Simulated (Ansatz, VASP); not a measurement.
## NaH: VASP beside Ansatz

```
Na H
1.0
     0.00000    2.39751    2.39751
     2.39751    0.00000    2.39751
     2.39751    2.39751    0.00000
Na H
1 1
Direct
  0.00000 0.00000 0.00000
  0.50000 0.50000 0.50000
```

Alike in both runs: task single point; functional HSE06; k mesh 6 × 6 × 6; no spin polarisation.

```csv
,VASP,Ansatz
version,VASP 6.6.1,Ansatz 0.2.0
potentials or method,"VASP PAW PBE potentials, release 64 (Na_pv, H)","plane waves, PAW"
plane-wave cutoff (eV),520,420
occupations,"gaussian, width 0.01 eV",fixed
valence electrons in the cell,8,10
```

VASP gave:

```
gap on the k mesh at the Fermi level (eV) : 4.89
pressure (GPa)                            : 0.2
```

Task: What did Ansatz give for the same quantities?

Result: gap on the k mesh at the Fermi level (eV): 4.90; pressure (GPa): 0.2.

VASP's potentials hold 8 valence electrons a cell and Ansatz's 10, so a difference there can come from the potentials and not from the codes. Ansatz's warnings: stress exchange threshold loose, stress scf threshold loose.
